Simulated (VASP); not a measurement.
Input of a VASP 6.6.1 run:

INCAR

```
  ALGO = Normal
  EDIFF = 1E-6
  ENCUT = 520
  GGA = PE
  ISIF = 2
  ISMEAR = -1
  LASPH = T
  LCHARG = T
  LELF = T
  LREAL = F
  LVHAR = T
  LWAVE = F
  NBANDS = 16
  NELM = 60
  PREC = Accurate
  SIGMA = 0.15
```

KPOINTS

```
k-points
0
Gamma
  12 12 12
```

File POSCAR:

```
InAs
1.0
    0.0000000000      2.7049377207      2.7049377207
    2.7049377207      0.0000000000      2.7049377207
    2.7049377207      2.7049377207      0.0000000000
In As
1 1
Direct
    0.0000000000      0.0000000000      0.0000000000
    0.7500000000      0.7500000000      0.7500000000
```

Potentials or basis: VASP PAW PBE potentials, release 64 (In_d, As).

The run is started by

```sh
$ cat potpaw_PBE.64/In_d/POTCAR potpaw_PBE.64/As/POTCAR > POTCAR
$ mpirun -np 1 vasp_std > vasp.out
```

Question: Predict the pressure.

Answer: 50.3 GPa.

Question: What does it give for the band gap on the k mesh?

Answer: 0.79 eV (least direct gap 1.43 eV).

Caveat: the cell stands under pressure; spin-orbit coupling is left out, which moves the levels of the heavy elements. A k mesh can miss the band edges.
